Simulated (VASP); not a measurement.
# TaN (P-6m2) in VASP: notebook

Aim: see how the results for TaN move with the level of theory and the settings. Levels: LDA, PBEsol. Tasks: single point.

All numbers are computed with VASP 6.6.1; they aren't measurements. Logs are shortened: lines on timing, memory, paths and dates and some standing lists are left out, and cuts for length are marked.

### Step 1. The cell of the first run

It takes space group P-6m2 (No. 187, hexagonal). The conventional cell has a = 2.907 Å, b = 2.907 Å, c = 2.851 Å, α = 90.00°, β = 90.00°, γ = 120.00°. Ta (site symmetry -6m2) has 6 N at 2.20 Å and 2 Ta at 2.85 Å within 2.9 Å. N (site symmetry -6m2) has 6 Ta at 2.20 Å and 2 N at 2.85 Å within 2.9 Å.

### Step 2. Single point, LDA

File INCAR:

```
PREC = Accurate
ENCUT = 520
EDIFF = 1E-7
ISMEAR = -1
SIGMA = 0.05
LREAL = F
LASPH = T
NELM = 100
ALGO = Normal
ISIF = 2
LWAVE = F
LCHARG = F
NBANDS = 15
```

File KPOINTS:

```
regular mesh
0
Gamma
  10 10 9
```

File POSCAR:

```
TaN
1.0
    2.9067365312     -0.0000000029      0.0000000000
   -1.4533682631      2.5173076795      0.0000000000
    0.0000000000      0.0000000000      2.8513521580
Ta N
1 1
Direct
    0.3333333333      0.6666666667      0.5000000000
    0.0000000000      0.0000000000      0.0000000000
```

Potentials or basis: VASP PAW LDA potentials, release 64 (Ta_pv, N).

Run with:

```sh
$ cat potpaw_LDA.64/Ta_pv/POTCAR potpaw_LDA.64/N/POTCAR > POTCAR
$ mpirun -np 1 vasp_std > vasp.out
```

OUTCAR:

```text
PREC = Accurate
   ENCUT = 520
   EDIFF = 1E-7
   ISMEAR = -1
   LREAL = F
   LASPH = T
   NELM = 100
   ISIF = 2

 ion  position               nearest neighbor table
   1  0.333  0.667  0.500-   2 2.20   2 2.20   2 2.20   2 2.20   2 2.20   2 2.20
   2  0.000  0.000  0.000-   1 2.20   1 2.20   1 2.20   1 2.20   1 2.20   1 2.20

  LATTYP: Found a hexagonal cell.
 ALAT       =     2.9067365312
 C/A-ratio  =     0.9809462011

  Lattice vectors:

 A1 = (   2.9067365312,  -0.0000000029,   0.0000000000)
 A2 = (  -1.4533682631,   2.5173076795,   0.0000000000)
 A3 = (   0.0000000000,   0.0000000000,   2.8513521580)

Analysis of symmetry for initial positions (statically):
=====================================================================
 Subroutine PRICEL returns:
 Original cell was already a primitive cell.

 Routine SETGRP: Setting up the symmetry group for a
 hexagonal supercell.

 Subroutine GETGRP returns: Found 12 space group operations
 (whereof 12 operations were pure point group operations)
 out of a pool of 24 trial point group operations.

The static configuration has the point symmetry D_3h.

Analysis of symmetry for dynamics (positions and initial velocities):
=====================================================================
 Subroutine PRICEL returns:
 Original cell was already a primitive cell.

 Routine SETGRP: Setting up the symmetry group for a
 hexagonal supercell.

 Subroutine GETGRP returns: Found 12 space group operations
 (whereof 12 operations were pure point group operations)
 out of a pool of 24 trial point group operations.

The dynamic configuration has the point symmetry D_3h.

 Subroutine INISYM returns: Found 12 space group operations
 (whereof 12 operations are pure point group operations),
 and found     1 'primitive' translations

----------------------------------------------------------------------------------------

                                     Primitive cell

  volume of cell :      20.8638

  direct lattice vectors                    reciprocal lattice vectors
     2.906736531 -0.000000003  0.000000000     0.344028428  0.198624905  0.000000000
    -1.453368263  2.517307680  0.000000000     0.000000000  0.397249811  0.000000000
     0.000000000  0.000000000  2.851352158     0.000000000  0.000000000  0.350710801

  length of vectors
     2.906736531  2.906736531  2.851352158     0.397249811  0.397249811  0.350710801

  position of ions in fractional coordinates (direct lattice)
     0.333333333  0.666666667  0.500000000
     0.000000000  0.000000000  0.000000000

  ion indices of the primitive-cell ions
   primitive index   ion index
                 1           1
                 2           2

----------------------------------------------------------------------------------------

 KPOINTS: regular mesh

Automatic generation of k-mesh.
 Grid dimensions read from file:
 generate k-points for:   10   10    9

 Generating k-lattice:

  Cartesian coordinates                     Fractional coordinates (reciprocal lattice)
     0.034402843  0.019862491  0.000000000     0.100000000 -0.000000000  0.000000000
     0.000000000  0.039724981  0.000000000     0.000000000  0.100000000  0.000000000
     0.000000000  0.000000000  0.038967867     0.000000000  0.000000000  0.111111111

  Length of vectors
     0.039724981  0.039724981  0.038967867

  Shift w.r.t. Gamma in fractional coordinates (k-lattice)
     0.000000000  0.000000000  0.000000000

 Subroutine IBZKPT returns following result:
 ===========================================

 Found     70 irreducible k-points:

 Following reciprocal coordinates:
            Coordinates               Weight
  0.000000  0.000000  0.000000      1.000000
  0.100000  0.000000  0.000000      6.000000
  0.200000  0.000000  0.000000      6.000000
  0.300000  0.000000  0.000000      6.000000
  0.400000 -0.000000  0.000000      6.000000
  0.500000 -0.000000  0.000000      3.000000
[... 16 lines left out ...]
  0.300000  0.100000  0.111111     24.000000
  0.400000  0.100000  0.111111     24.000000
 [... further k-points ...]
   k-points           NKPTS =     70   k-points in BZ     NKDIM =     70   number of bands    NBANDS=     15
   number of dos      NEDOS =    301   number of ions     NIONS =      2
   total plane-waves  NPLWV =  13824
   dimension x,y,z NGX =    24 NGY =   24 NGZ =   24
   dimension x,y,z NGXF=    48 NGYF=   48 NGZF=   48
   ions per type =               1   1
   NGX,Y,Z   is equivalent  to a cutoff of  13.73, 13.73, 13.99 a.u.
   NGXF,Y,Z  is equivalent  to a cutoff of  27.45, 27.45, 27.99 a.u.
 SYSTEM =  unknown system
   PREC   = accura    normal or accurate (medium, high low for compatibility)
   ISTART =      0    job   : 0-new  1-cont  2-samecut
   ICHARG =      2    charge: 1-file 2-atom 10-const
   ISPIN  =      1    spin polarized calculation?
   LNONCOLLINEAR =      F non collinear calculations
   LSORBIT =      F    spin-orbit coupling
   LASPH  =      T    aspherical Exc in radial PAW
   ENCUT  =  520.0 eV  38.22 Ry    6.18 a.u.   5.40  5.40  5.30*2*pi/ulx,y,z
   NELM   =    100;   NELMIN=  2; NELMDL= -5     # of ELM steps
   EDIFF  = 0.1E-06   stopping-criterion for ELM
   LREAL  =      F    real-space projection
   EDIFFG = 0.1E-05   stopping-criterion for IOM
   NSW    =      0    number of steps for IOM
   IBRION =     -1    ionic relax: 0-MD 1-quasi-New 2-CG
   NFREE  =      0    steps in history (QN), initial steepest desc. (CG)
   ISIF   =      2    stress and relaxation
   ISYM   =      2    0-nonsym 1-usesym 2-fastsym
   POTIM  = 0.5000    time-step for ionic-motion
   TEBEG  =    0.0;   TEEND  =   0.0 temperature during run
   PSTRESS=    0.0 pullay stress
   NELECT =      16.0000    total number of electrons
   NUPDOWN=      -1.0000    fix difference up-down
   EMIN   =  10.00;   EMAX   =-10.00  energy-range for DOS
   EFERMI =   0.00;   METHOD = LEGACY
   ISMEAR =    -1;   SIGMA  =   0.05  broadening in eV -4-tet -1-fermi 0-gaus
   EFERMI_NEDOS =   21; number of points for ismear=-14 and -15
   IALGO  =     38    algorithm
   IMIX   =      4    mixing-type and parameters
     AMIX     =   0.40;   BMIX     =  1.00
     AMIX_MAG =   1.60;   BMIX_MAG =  1.00
  volume/ion in A,a.u.               =      10.43        70.40
  Fermi-wavevector in a.u.,A,eV,Ry     =   1.498479  2.831714 30.551041  2.245438
  Thomas-Fermi vector in A             =   2.610232
   LORBIT       =      0    0 simple, 1 ext, 2 COOP (PROOUT), +10 PAW based schemes
   GGA     = CA    functional components
   LHFCALC =     F    Hartree Fock is set to
   AEXX    =    0.0000 exact exchange contribution
   IVDW    =     0    specifies the selected vdW correction
   LEPSILON=     F    determine dielectric tensor
   LRPA    =     F    only Hartree local field effects (RPA)
 non-spin polarized calculation
  energy-cutoff  :      520.00
  volume of cell :       20.86
 maximum number of plane-waves:       580
 NGX is ok and might be reduce to    24
   NGX = 11   NGY = 11   NGZ = 11

 number of electron      16.0000000 magnetization

 Free energy of the ion-electron system (eV)
  ---------------------------------------------------
  ext. energy  EPLUGINS =         0.00000000
  ---------------------------------------------------
  free energy    TOTEN  =       -24.71800492 eV

  energy without entropy =      -24.71768050  energy(sigma->0) =      -24.71784271

 E-fermi :   8.4882     XC(G=0): -13.7576

 val. band max:        8.3537169421   @ k =   0.0000   0.0000   0.4444
 cond. band min:       8.6499613856   @ k =   0.0000   0.0000   0.3333
 fundamental gap:      0.2962444435
 Fermi energy:         8.4882246253

 k-point     1 :       0.0000    0.0000    0.0000
  band No.  band energies     occupation
      1     -26.0825      2.00000
      2     -25.7998      2.00000
      3     -25.7998      2.00000
      4      -9.3256      2.00000
      5       3.7668      2.00000
      6       3.7668      2.00000
      7       4.1065      2.00000
      8       5.5505      2.00000
      9      11.0707      0.00000
     10      12.1925      0.00000
     11      12.1925      0.00000
     12      12.5780      0.00000
     13      12.5780      0.00000
     14      20.9600      0.00000
     15      21.8920      0.00000

 k-point     2 :       0.1000    0.0000    0.0000
  band No.  band energies     occupation
      1     -26.0668      2.00000
      2     -25.9226      2.00000
      3     -25.8258      2.00000
      4      -9.1031      2.00000
      5       3.1729      2.00000
      6       3.9341      2.00000
      7       4.4096      2.00000
      8       5.2375      2.00000
      9      11.7067      0.00000
     10      11.8566      0.00000
     11      12.2255      0.00000
     12      12.4669      0.00000
     13      12.8596      0.00000
     14      20.9618      0.00000
     15      21.8326      0.00000

 k-point     3 :       0.2000    0.0000    0.0000
  band No.  band energies     occupation
      1     -26.2326      2.00000
      2     -26.0255      2.00000
      3     -25.8931      2.00000
      4      -8.5145      2.00000
      5       2.0486      2.00000
      6       4.3557      2.00000
      7       4.5321      2.00000
      8       5.0125      2.00000
      9      10.9239      0.00000
     10      12.1887      0.00000
     11      12.4121      0.00000
     12      13.3950      0.00000
     13      13.3981      0.00000
     14      20.9665      0.00000
     15      21.8132      0.00000

 k-point     4 :       0.3000    0.0000    0.0000
  band No.  band energies     occupation
      1     -26.5950      2.00000
      2     -25.9751      2.00000
      3     -25.9740      2.00000
      4      -7.7616      2.00000
      5       0.9990      2.00000
      6       3.8063      2.00000
      7       4.8294      2.00000
      8       5.3283      2.00000
      9      10.8613      0.00000
     10      11.8676      0.00000
     11      12.8996      0.00000
     12      13.7480      0.00000
     13      14.8165      0.00000
     14      20.9714      0.00000
     15      22.1660      0.00000
[... 307 lines left out ...]
 k-point    22 :       0.2000    0.1000    0.1111
  band No.  band energies     occupation
      1     -26.4281      2.00000
      2     -26.1126      2.00000
      3     -25.9654      2.00000
      4      -7.8729      2.00000
      5       1.5657      2.00000
      6       3.3363      2.00000
      7       4.4572      2.00000
      8       5.9362      2.00000
      9      10.1923      0.00000
     10      11.5602      0.00000
     11      13.1068      0.00000
     12      13.7725      0.00000
     13      15.3244      0.00000
     14      20.9665      0.00000
     15      21.6035      0.00000

 k-point    23 :       0.3000    0.1000    0.1111
  band No.  band energies     occupation
      1     -26.7215      2.00000
      2     -26.0645      2.00000
      3     -26.0578      2.00000
      4      -7.2515      2.00000
      5       0.7341      2.00000
      6       3.0818      2.00000
      7       4.3965      2.00000
      8       6.1365      2.00000
      9      10.4329      0.00000
     10      11.8906      0.00000
     11      13.2464      0.00000
     12      14.2715      0.00000
     13      16.5976      0.00000
     14      20.9688      0.00000
     15      21.9291      0.00000

 k-point    24 :       0.4000    0.1000    0.1111
  band No.  band energies     occupation
      1     -26.8966      2.00000
      2     -26.1187      2.00000
      3     -26.0297      2.00000
      4      -6.8513      2.00000
      5       0.2639      2.00000
      6       2.9343      2.00000
      7       4.2337      2.00000
      8       6.1270      2.00000
      9      11.1206      0.00000
     10      12.2059      0.00000
     11      13.2263      0.00000
     12      14.4748      0.00000
     13      17.8794      0.00000
     14      20.7067      0.00000
     15      21.0445      0.00000

 [... further k-points ...]
[... 5 lines left out ...]
  --------------------------------------------------------------------------------------
  -------------------------------------------------------------------------------------
  Total        0.2515361      0.2515361      0.2820200     -0.0000000      0.0000000      0.0000000
  in kB       19.3160403     19.3160403     21.6569677     -0.0000000      0.0000000      0.0000000
  external PRESSURE =      20.0963494 kB  Pullay stress =       0.0000000 kB

 VOLUME and BASIS-vectors are now :
 -----------------------------------------------------------------------------
  energy-cutoff  :      520.00
  volume of cell :       20.86
      direct lattice vectors                 reciprocal lattice vectors
     2.906736531 -0.000000003  0.000000000     0.344028428  0.198624905  0.000000000
    -1.453368263  2.517307680  0.000000000     0.000000000  0.397249811  0.000000000
     0.000000000  0.000000000  2.851352158     0.000000000  0.000000000  0.350710801

 POSITION                                       TOTAL-FORCE (eV/Angst)
 -----------------------------------------------------------------------------------
      0.00000      1.67821      1.42568        -0.000000      0.000000      0.000000
      0.00000      0.00000      0.00000         0.000000     -0.000000      0.000000
 -----------------------------------------------------------------------------------
    total drift:                                0.000000     -0.000000     -0.000000

  FREE ENERGIE OF THE ION-ELECTRON SYSTEM (eV)
  ---------------------------------------------------
  free  energy   TOTEN  =       -24.7180049194 eV

  energy  without entropy=      -24.7176805013  energy(sigma->0) =      -24.71784271
```

Run time: 7.5 s. Hardware: 1 thread of Intel Xeon 6975P-C (Granite Rapids), shared host; peak memory 0.14 GiB.

Results:

```yaml
Free_energy: -24.7180 eV
Pressure: 2.0 GPa
Band_gap_on_the_k_mesh: zero (band 8 reaches 8.65 eV, above the bottom of band 9 at 8.35 eV)
```

Stress tensor (GPa, compression positive):
```
1.93 0.00 0.00
0.00 1.93 0.00
0.00 0.00 2.17
```

Caveat: spin-orbit coupling is left out, which moves the levels of the heavy elements.

### Step 3. Single point, PBEsol

This run uses another cell than the first one, of 10.63 Å³/atom, 1.019 times its volume.

File INCAR:

```
  ALGO = Normal
  EDIFF = 1E-6
  ENCUT = 520
  GGA = PS
  ISIF = 2
  ISMEAR = -1
  LASPH = True
  LCHARG = False
  LREAL = False
  LWAVE = False
  NBANDS = 15
  NELM = 80
  PREC = Accurate
  SIGMA = 0.05
```

File KPOINTS:

```
k-points
0
Gamma
  10 10 9
```

File POSCAR:

```
TaN
1.0
    2.9241433040     -0.0000000029      0.0000000000
   -1.4620716495      2.5323823870      0.0000000000
    0.0000000000      0.0000000000      2.8704505008
Ta N
1 1
Direct
    0.3333333333      0.6666666667      0.5000000000
    0.0000000000      0.0000000000      0.0000000000
```

Potentials or basis: VASP PAW PBE potentials, release 64 (Ta_pv, N).

Run with:

```sh
$ cat potpaw_PBE.64/Ta_pv/POTCAR potpaw_PBE.64/N/POTCAR > POTCAR
$ mpirun -np 1 vasp_std > vasp.out
```

It took 8.1 s on 1 thread of Intel Xeon 6975P-C (Granite Rapids), shared host; peak memory 0.15 GiB.

Results (log left out):

- Free energy: -23.8062 eV
- Pressure: 0.8 GPa
- Band gap on the k mesh: zero (band 8 reaches 8.45 eV, above the bottom of band 9 at 8.15 eV)

Stress tensor (GPa, compression positive):
```
0.78 0.00 0.00
0.00 0.78 0.00
0.00 0.00 0.99
```

Levels at points of the mesh, in eV from the Fermi level:
```
           k point  band 6  band 7  band 8  band 9  band 10  band 11
(0.00, 0.00, 0.00)   -4.66   -4.34   -2.97    2.28     3.62     3.62
(0.50, 0.00, 0.00)   -5.31   -3.60   -3.23    3.00     4.09     5.25
```

Caveat: the PAW data sets were made with another functional, which shifts forces and pressure a little; spin-orbit coupling is left out, which moves the levels of the heavy elements.
